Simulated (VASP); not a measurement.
# CdO (Fm-3m) in VASP: elastic constants with PBEsol

Aim: the elastic constants of CdO with PBEsol.

All numbers are computed with VASP 6.6.1; they aren't measurements. Logs are shortened: lines on timing, memory, paths and dates and some standing lists are left out, and cuts for length are marked.

## Step 1: The cell of the first run

It takes space group Fm-3m (No. 225, cubic). Conventional cell: a = 4.670 Å, b = 4.670 Å, c = 4.670 Å, α = 90.00°, β = 90.00°, γ = 90.00°. Cd (site symmetry m-3m) has 6 O at 2.33 Å within 3.1 Å. O (site symmetry m-3m) has 6 Cd at 2.33 Å within 3.1 Å.

## Step 2: Elastic constants, PBEsol

Contents of INCAR:

```
  ALGO = Normal
  EDIFF = 1E-8
  ENCUT = 600
  GGA = PS
  GGA_COMPAT = False
  IBRION = 6
  ISIF = 3
  ISMEAR = -1
  LASPH = True
  LCHARG = False
  LREAL = False
  LWAVE = False
  NBANDS = 16
  NELM = 120
  NFREE = 2
  NSW = 1
  POTIM = 0.015
  PREC = Accurate
  SIGMA = 0.05
```

Contents of KPOINTS:

```
k-points
0
Gamma
  18 18 18
```

Contents of POSCAR:

```
CdO
1.0
    0.0000000000      2.3348348636      2.3348348636
    2.3348348636      0.0000000000      2.3348348636
    2.3348348636      2.3348348636      0.0000000000
Cd O
1 1
Direct
    0.0000000000      0.0000000000      0.0000000000
    0.5000000000      0.5000000000      0.5000000000
```

Potentials or basis: VASP PAW PBE potentials, release 64 (Cd, O).

Started as:

```console
cat potpaw_PBE.64/Cd/POTCAR potpaw_PBE.64/O/POTCAR > POTCAR
mpirun -np 1 vasp_std > vasp.out
```

OUTCAR:

```text
EDIFF = 1E-8
   ENCUT = 600
   GGA = PS
   IBRION = 6
   ISIF = 3
   ISMEAR = -1
   LASPH = True
   LREAL = False
   NELM = 120
   NFREE = 2
   NSW = 1
   POTIM = 0.015
   PREC = Accurate

 ion  position               nearest neighbor table
   1  0.000  0.000  0.000-   2 2.33   2 2.33   2 2.33   2 2.33   2 2.33   2 2.33
   2  0.500  0.500  0.500-   1 2.33   1 2.33   1 2.33   1 2.33   1 2.33   1 2.33

  LATTYP: Found a face centered cubic cell.
 ALAT       =     4.6696697272

  Lattice vectors:

 A1 = (   0.0000000000,   2.3348348636,   2.3348348636)
 A2 = (   2.3348348636,   0.0000000000,   2.3348348636)
 A3 = (   2.3348348636,   2.3348348636,   0.0000000000)

Analysis of symmetry for initial positions (statically):
=====================================================================
 Subroutine PRICEL returns:
 Original cell was already a primitive cell.

 Routine SETGRP: Setting up the symmetry group for a
 face centered cubic supercell.

 Subroutine GETGRP returns: Found 48 space group operations
 (whereof 48 operations were pure point group operations)
 out of a pool of 48 trial point group operations.

The static configuration has the point symmetry O_h .

Analysis of symmetry for dynamics (positions and initial velocities):
=====================================================================
 Subroutine PRICEL returns:
 Original cell was already a primitive cell.

 Routine SETGRP: Setting up the symmetry group for a
 face centered cubic supercell.

 Subroutine GETGRP returns: Found 48 space group operations
 (whereof 48 operations were pure point group operations)
 out of a pool of 48 trial point group operations.

The dynamic configuration has the point symmetry O_h .

 Subroutine INISYM returns: Found 48 space group operations
 (whereof 48 operations are pure point group operations),
 and found     1 'primitive' translations

----------------------------------------------------------------------------------------

                                     Primitive cell

  volume of cell :      25.4565

  direct lattice vectors                    reciprocal lattice vectors
     0.000000000  2.334834864  2.334834864    -0.214147907  0.214147907  0.214147907
     2.334834864  0.000000000  2.334834864     0.214147907 -0.214147907  0.214147907
     2.334834864  2.334834864  0.000000000     0.214147907  0.214147907 -0.214147907

  length of vectors
     3.301955130  3.301955130  3.301955130     0.370915056  0.370915056  0.370915056

  position of ions in fractional coordinates (direct lattice)
     0.000000000  0.000000000  0.000000000
     0.500000000  0.500000000  0.500000000

  ion indices of the primitive-cell ions
   primitive index   ion index
                 1           1
                 2           2

----------------------------------------------------------------------------------------

 KPOINTS: k-points

Automatic generation of k-mesh.
 Grid dimensions read from file:
 generate k-points for:   18   18   18

 Generating k-lattice:

  Cartesian coordinates                     Fractional coordinates (reciprocal lattice)
    -0.011897106  0.011897106  0.011897106     0.055555556  0.000000000  0.000000000
     0.011897106 -0.011897106  0.011897106     0.000000000  0.055555556  0.000000000
     0.011897106  0.011897106 -0.011897106     0.000000000  0.000000000  0.055555556
[... 96 lines left out ...]

 number of electron      18.0000003 magnetization

 Free energy of the ion-electron system (eV)
  ---------------------------------------------------
  ext. energy  EPLUGINS =         0.00000000
  ---------------------------------------------------
  free energy    TOTEN  =        -8.49876706 eV

  energy without entropy =       -8.49772362  energy(sigma->0) =       -8.49824534

------------------------ aborting loop because EDIFF is reached ----------------------------------------

  FORCE on cell =-STRESS in cart. coord.  units (eV):
  Direction    XX          YY          ZZ          XY          YZ          ZX
  --------------------------------------------------------------------------------------
  -------------------------------------------------------------------------------------
  Total        0.5546637      0.5546637      0.5546637      0.0000000      0.0000000      0.0000000
  in kB       34.9093549     34.9093549     34.9093549      0.0000000      0.0000000      0.0000000
  external PRESSURE =      34.9093549 kB  Pullay stress =       0.0000000 kB
[... 89 lines left out ...]
  FREE ENERGIE OF THE ION-ELECTRON SYSTEM (eV)
  ---------------------------------------------------
  free  energy   TOTEN  =        -8.4857899342 eV

  energy  without entropy=       -8.4848087376  energy(sigma->0) =       -8.48529934

[... ionic steps 4 to 14 ...]

--------------------------------------- Ionic step       15  -------------------------------------------

 number of electron      18.0000002 magnetization

------------------------ aborting loop because EDIFF is reached ----------------------------------------
[... 67 lines left out ...]
--------------------------------------- Ionic step       17  -------------------------------------------

 number of electron      18.0000003 magnetization

 Free energy of the ion-electron system (eV)
  ---------------------------------------------------
  ext. energy  EPLUGINS =         0.00000000
  ---------------------------------------------------
  free energy    TOTEN  =        -8.49831470 eV

  energy without entropy =       -8.49727179  energy(sigma->0) =       -8.49779324

 E-fermi :   2.1720     XC(G=0): -12.0703

 val. band max:        2.1643445921   @ k =   0.0000   0.0556   0.0556
 cond. band min:       2.5051581026   @ k =   0.0000  -0.0556   0.0556
 fundamental gap:      0.3408135105
 Fermi energy:         2.1720429214

 k-point     1 :       0.0000    0.0000    0.0000
  band No.  band energies     occupation
      1     -15.4066      2.00000
      2      -4.6360      2.00000
      3      -4.6360      2.00000
      4      -4.6356      2.00000
      5      -4.3195      2.00000
      6      -4.3182      2.00000
[... 433 lines left out ...]
      3      -4.8996      2.00000
      4      -4.8283      2.00000
      5      -4.3852      2.00000
      6      -4.2508      2.00000
[... 8 lines left out ...]
     15      20.6733      0.00000
     16      22.3949      0.00000

 [... further k-points ...]
[... 5 lines left out ...]
  --------------------------------------------------------------------------------------
  -------------------------------------------------------------------------------------
  Total        0.5625963      0.5540426      0.5540426     -0.0000000      0.0000000      0.0000000
  in kB       35.4086180     34.8702659     34.8702659     -0.0000000      0.0000000      0.0000000
  external PRESSURE =      35.0497166 kB  Pullay stress =       0.0000000 kB
[... 17 lines left out ...]
  FREE ENERGIE OF THE ION-ELECTRON SYSTEM (eV)
  ---------------------------------------------------
  free  energy   TOTEN  =        -8.4983146959 eV

  energy  without entropy=       -8.4972717891  energy(sigma->0) =       -8.49779324

 INTERNAL STRAIN TENSORS FROM STRAINED CELLS
 ============================================

 INTERNAL STRAIN TENSOR FOR ION    1 for displacements in x,y,z  (eV/Angst):
          X           Y           Z          XY          YZ          ZX
  --------------------------------------------------------------------------------
  x     0.00000     0.00000     0.00000     0.00000     0.00000     0.00000
  y     0.00000    -0.00000    -0.00000    -0.00000     0.00000     0.00000
  z    -0.00000    -0.00000     0.00000    -0.00000     0.00000    -0.00000

 INTERNAL STRAIN TENSORS FROM DISPLACED ATOMS
 ============================================

 INTERNAL STRAIN TENSOR FOR ION    1 for displacements in x,y,z  (eV/Angst):
          X           Y           Z          XY          YZ          ZX
  --------------------------------------------------------------------------------
  x     0.00000     0.00000     0.00000     0.00000     0.00000     0.00000
  y     0.00000     0.00000     0.00000     0.00000     0.00000     0.00000
  z     0.00000     0.00000     0.00000     0.00000     0.00000     0.00000

 INTERNAL STRAIN TENSOR FOR ION    2 for displacements in x,y,z  (eV/Angst):
          X           Y           Z          XY          YZ          ZX
  --------------------------------------------------------------------------------
  x     0.00000     0.00000     0.00000     0.00000     0.00000     0.00000
  y     0.00000     0.00000     0.00000     0.00000     0.00000     0.00000
  z     0.00000     0.00000     0.00000     0.00000     0.00000     0.00000

 Eigenvectors and eigenvalues of the dynamical matrix
 ----------------------------------------------------

   1 f  =    8.383460 THz    52.674833 2PiTHz  279.642128 cm-1    34.671189 meV
             X         Y         Z           dx          dy          dz
      0.000000  0.000000  0.000000    -0.304696    0.179318    0.000000
      2.334835  2.334835  2.334835     0.806170   -0.474442    0.000000
[... 21 lines left out ...]
   6 f/i=    0.005006 THz     0.031452 2PiTHz    0.166974 cm-1     0.020702 meV
             X         Y         Z           dx          dy          dz
      0.000000  0.000000  0.000000    -0.070338   -0.454236    0.814695
      2.334835  2.334835  2.334835    -0.026584   -0.171681    0.307918

--------------------------------------------------------------------------------------------------------

 ELASTIC MODULI CONTR FROM IONIC RELAXATION (kBar)
 Direction    XX          YY          ZZ          XY          YZ          ZX
 --------------------------------------------------------------------------------
 XX           0.0000      0.0000      0.0000      0.0000      0.0000      0.0000
 YY           0.0000      0.0000      0.0000      0.0000      0.0000      0.0000
 ZZ           0.0000      0.0000      0.0000      0.0000      0.0000      0.0000
 XY           0.0000      0.0000      0.0000      0.0000      0.0000      0.0000
 YZ           0.0000      0.0000      0.0000      0.0000      0.0000      0.0000
 ZX           0.0000      0.0000      0.0000      0.0000      0.0000      0.0000
 --------------------------------------------------------------------------------

 TOTAL ELASTIC MODULI (kBar)
 Direction    XX          YY          ZZ          XY          YZ          ZX
 --------------------------------------------------------------------------------
 XX        2430.1725   1164.0251   1164.0251      0.0000      0.0000      0.0000
 YY        1164.0251   2430.1725   1164.0251      0.0000      0.0000      0.0000
 ZZ        1164.0251   1164.0251   2430.1725      0.0000      0.0000      0.0000
 XY           0.0000      0.0000      0.0000    453.2809     -0.0000      0.0000
 YZ           0.0000      0.0000      0.0000     -0.0000    453.2809      0.0000
 ZX           0.0000      0.0000      0.0000      0.0000      0.0000    453.2809
 --------------------------------------------------------------------------------
```

It took 69 min on 1 thread of Intel Xeon Platinum 8259CL at 2.50GHz (Skylake/Cascade Lake), shared host; peak memory 1.2 GiB.

Results:

```
Elastic constants C11, C12, C44                         : 243, 116, 45 GPa
Voigt bulk modulus                                      : 159 GPa
Highest phonon frequency at Γ, LO-TO splitting left out : 280 cm⁻¹
```

Phonon frequencies in cm⁻¹ (negative: imaginary):
| q point | frequencies |
| --- | --- |
| (0.000, 0.000, 0.000) | 0 0 0 280 280 280 |

Elastic tensor in Voigt notation (GPa, in the Cartesian axes of the cell as first typed):
```
243 116 116   0   0   0
116 243 116   0   0   0
116 116 243   0   0   0
  0   0   0  45   0   0
  0   0   0   0  45   0
  0   0   0   0   0  45
```

Clamped-ion elastic tensor (GPa):
```
243 116 116   0   0   0
116 243 116   0   0   0
116 116 243   0   0   0
  0   0   0  45   0   0
  0   0   0   0  45   0
  0   0   0   0   0  45
```

Caveat: the cell is under stress, which shifts elastic constants; the PAW data sets were made with another functional, which shifts forces and pressure a little.
